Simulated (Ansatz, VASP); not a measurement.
## Two plane-wave programs on GaSb

```
CELL_PARAMETERS angstrom
-1.68562 2.60924 2.92019
1.68562 -2.60924 2.92019
1.68562 2.60924 -2.92019
ATOMIC_POSITIONS crystal
Ga 0.00000 0.00000 0.00000
Sb 0.50000 0.50000 0.00000
```

Change from the starting cell: volume 25.687 Å^3 an atom, stretch along a over the lengths across it, relative to the relaxed cell 1.0271.

Alike in both runs: task single point; functional LDA; k mesh 18 × 18 × 18; occupations gaussian, width 0.15 eV; no spin polarisation.

```csv
,VASP,Ansatz
version,VASP 6.6.1,Ansatz 0.2.0
potentials or method,"VASP PAW LDA potentials, release 64 (Ga_d, Sb), cutoff 520 eV","scalar-relativistic, plane waves, PAW"
valence electrons in the cell,18,28
```

Ansatz gave:

```
gap on the k mesh at the Fermi level (eV)                     : none
pressure (GPa)                                                : -6.8
traceless stress, the component that is largest in VASP (GPa) : 0.42
```

Question: Which values does VASP return?

Answer: gap on the k mesh at the Fermi level (eV): none; pressure (GPa): -6.8; traceless stress, the component that is largest in VASP (GPa): 0.43.

Ansatz warns that its potentials were made for another functional, while VASP's fit it. LDA's correlation is that of Perdew and Zunger in VASP and of Perdew and Wang (1992) in Ansatz. A gap of «none» marks a metal or a gap that the smearing closes. VASP's potentials hold 18 valence electrons a cell and Ansatz's 28, so a difference there can come from the potentials and not from the codes.

Spin-orbit coupling is off throughout.
